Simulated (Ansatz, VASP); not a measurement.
## One calculation of Hg, two programs

```
Hg
1.0
     3.43735    0.00000    0.00000
    -1.54745    3.06933    0.00000
     0.00000    0.00000   25.78097
Hg
4
Direct
  0.50000 0.50000 0.32970
  0.00000 0.00000 0.44323
  0.50000 0.50000 0.55677
  0.00000 0.00000 0.67030
```

Alike in both runs: task single point; functional PBE; k mesh 19 × 19 × 1; occupations gaussian, width 0.1 eV; no spin polarisation.

|  | VASP | Ansatz |
| --- | --- | --- |
| version | VASP 6.6.1 | Ansatz 0.2.0 |
| potentials or method | VASP PAW PBE potentials, release 64 (Hg), cutoff 400 eV | scalar-relativistic, plane waves, PAW |
| valence electrons in the cell | 48 | 80 |

|  | VASP | Ansatz | Ansatz less VASP |
| --- | --- | --- | --- |
| gap on the k mesh at the Fermi level (eV) | none | none | - |
| rms of the force components (eV/Å) | 0.015 | 0.014 | -0.0015 |

Atom by atom the forces differ by 0.004 eV/Å (rms over components). A gap of «none» marks a metal or a gap that the smearing closes. With one functional, cell and mesh, what is left measures potentials, basis and numerics. VASP's potentials hold 48 valence electrons a cell and Ansatz's 80, so a difference there can come from the potentials and not from the codes. Ansatz's warnings: published levels not confirmed, xc potential rough in thin density.

Neither program's run includes spin-orbit coupling.
